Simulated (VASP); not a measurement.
Wanted: the native input for a VASP 6.6.1 run.

| Quantity | Value |
| --- | --- |
| Task | single point |
| Functional | PBEsol |
| Potentials or basis | VASP PAW PBE potentials, release 64 (Hg, Te) |
| Cutoff | 520 eV |
| k mesh | 14 × 14 × 14 |
| Occupations | gaussian, width 0.15 eV |
| Spin | no spin polarisation |
| Dipole correction | no |
| Further INCAR settings | ALGO = Normal; EDIFF = 1e-07; NBANDS = 16 |

The structure of HgTe lies in POSCAR:

```
HgTe
1.0
    0.0000000000      3.3846750000      3.0623250000
    3.3846750000      0.0000000000      3.0623250000
    3.3846750000      3.3846750000      0.0000000000
Hg Te
1 1
Direct
    0.0000000000      0.0000000000      0.0000000000
    0.7500000000      0.7500000000      0.7500000000
```

This cell differs from its parent crystal: strain +0.050 along x and y, -0.050 along z.

One way to write it, as run:

INCAR

```
SYSTEM = HgTe
ALGO     = Normal         ! electronic algorithm
EDIFF    = 1E-7           ! SCF threshold, eV
ENCUT    = 520            ! plane-wave cutoff, eV
GGA      = PS             ! functional
ISIF     = 2              ! what is computed and relaxed
ISMEAR   = 0              ! smearing method
LASPH    = .TRUE.         ! aspherical terms in the spheres
LCHARG   = .TRUE.         ! write CHGCAR
LELF     = .TRUE.         ! ELF
LREAL    = .FALSE.        ! projectors in reciprocal space
LVHAR    = .TRUE.       
LWAVE    = .FALSE.        ! write WAVECAR
NBANDS   = 16             ! bands
NELM     = 60             ! most SCF steps
PREC     = Accurate       ! precision mode
SIGMA    = 0.15           ! smearing width, eV
```

KPOINTS

```
k-points
0
G
  14 14 14
  0 0 0
```

Potentials or basis: VASP PAW PBE potentials, release 64 (Hg, Te).

Run with:

```bash
$ cat potpaw_PBE.64/Hg/POTCAR potpaw_PBE.64/Te/POTCAR > POTCAR
$ mpirun -np 1 vasp_std > vasp.out
```

It gave:

The pressure is -0.8 GPa.

Caveat: the cell differs from its parent crystal (strain +0.050 along x and y, -0.050 along z); the PAW data sets were made with another functional, which shifts forces and pressure a little.

Wall time 3.8 min on 1 thread of Intel(R) Xeon(R) 6975P-C (Granite Rapids) (shared host), peak memory 0.42 GiB.
